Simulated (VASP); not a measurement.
Input of a VASP 6.6.1 run:

INCAR

```
SYSTEM = Zn
PREC = Accurate
ENCUT = 520
EDIFF = 1E-7
ISMEAR = 0
SIGMA = 0.15
LREAL = .False.
LASPH = .True.
NELM = 80
ALGO = Fast
ISIF = 2
LWAVE = .False.
LCHARG = .False.
GGA = PE
NBANDS = 19
```

Contents of KPOINTS:

```
regular mesh
0
Gamma
  24 24 10
  0 0 0
```

File POSCAR:

```
Zn
1.0
    2.6647980532      0.0000000000      0.0000000000
   -1.3323990266      2.3077828100      0.0000000000
    0.0000000000      0.0000000000      4.9467000000
Zn
2
Direct
    0.2366149247      0.6233350327      0.2500000000
    0.6666666667      0.3333333333      0.7500000000
```

Potentials or basis: VASP PAW PBE potentials, release 64 (Zn).

The run is started by

```sh
$ cat potpaw_PBE.64/Zn/POTCAR > POTCAR
$ mpirun -np 1 vasp_std > vasp.out
```

Problem. Predict the pressure.

Solution. 0.3 GPa.

Problem. Predict the largest force.

Solution. 0.142 eV/Å.

Problem. What does it give for the band gap on the k mesh?

Solution. Zero (bands 12 and 13 overlap by 4.52 eV).

Forces on the atoms (eV/Å):
```
Zn   0.125  0.068  0.000
Zn  -0.125 -0.068  0.000
```

Caveat: the cell differs from its parent crystal (atom 1 (Zn) moved by (-0.200, -0.100) A along x and y).
